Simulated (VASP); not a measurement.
**Sn: single point with PBEsol**

Crystal: Sn.

```xyz
2
Lattice="0.0000 3.1793 3.1793 3.1793 0.0000 3.1793 3.1793 3.1793 0.0000" Properties=species:S:1:pos:R:3 pbc="T T T"
Sn    3.1793    3.1793    3.1793
Sn    4.7690    4.7690    4.7690
```

This isn't the form of Sn at room conditions, which is tetragonal (white tin).

```json
{
 "Program": "VASP 6.6.1",
 "Task": "single point",
 "Functional": "PBEsol",
 "Potentials or basis": "VASP PAW PBE potentials, release 64 (Sn_d)",
 "Cutoff": "520 eV",
 "k mesh": "11 × 11 × 11",
 "Occupations": "fermi-dirac, width 0.05 eV",
 "Spin": "no spin polarisation",
 "Dipole correction": "no",
 "Further INCAR settings": "ALGO = Normal; EDIFF = 1e-06; NBANDS = 21"
}
```

```yaml
Pressure: 4.2 GPa
Band_gap_on_the_k_mesh: zero (bands 14 and 15 overlap by 0.01 eV)
```

Levels at points of the mesh, in eV from the Fermi level:
```
           k point  band 12  band 13  band 14  band 15  band 16  band 17
(0.00, 0.00, 0.00)    -0.30     0.05     0.05     0.05     2.12     2.12
```

Wall time 41 s on 1 thread of AMD EPYC 9R45 96-Core Processor (Zen 5), on a shared host, peak memory 0.2 GiB.

Caveat: the cell stands under pressure; the PAW data sets were made with another functional, which shifts forces and pressure a little; spin-orbit coupling is left out, which moves the levels of the heavy elements.
